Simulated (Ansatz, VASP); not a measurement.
## Two plane-wave programs on MgO

```
Mg O
1.0
     0.00000    2.12692    2.06312
     2.12692    0.00000    2.06312
     2.12692    2.12692    0.00000
Mg O
1 1
Cartesian
  0.0000 0.0000 0.0000
  2.1269 2.1269 2.0631
```

Change from the starting cell: strain -0.0300 x Voigt [0, 0, 1, 0, 0, 0], atoms carried along.

Alike in both runs: task single point; functional PBE; k mesh 10 × 10 × 10; occupations gaussian, width 0.05 eV; no spin polarisation.

|  | VASP | Ansatz |
| --- | --- | --- |
| version | VASP 6.6.1 | Ansatz 0.2.0 |
| potentials or method | VASP PAW PBE potentials, release 64 (Mg, O), cutoff 520 eV | scalar-relativistic, plane waves, PAW |
| valence electrons in the cell | 8 | 16 |

Ansatz gave:

| Quantity | Value |
| --- | --- |
| gap on the k mesh at the Fermi level (eV) | 4.72 |
| least direct gap on the mesh (eV) | 4.72 |
| pressure (GPa) | 5.1 |
| traceless stress, the component that is largest in VASP (GPa) | 4.55 |

**Question.** Which values does VASP return?

**Answer.** gap on the k mesh at the Fermi level (eV): 4.71; least direct gap on the mesh (eV): 4.71; pressure (GPa): 4.4; traceless stress, the component that is largest in VASP (GPa): 4.59.

With one functional, cell and mesh, what is left measures potentials, basis and numerics. VASP's potentials hold 8 valence electrons a cell and Ansatz's 16, so a difference there can come from the potentials and not from the codes.
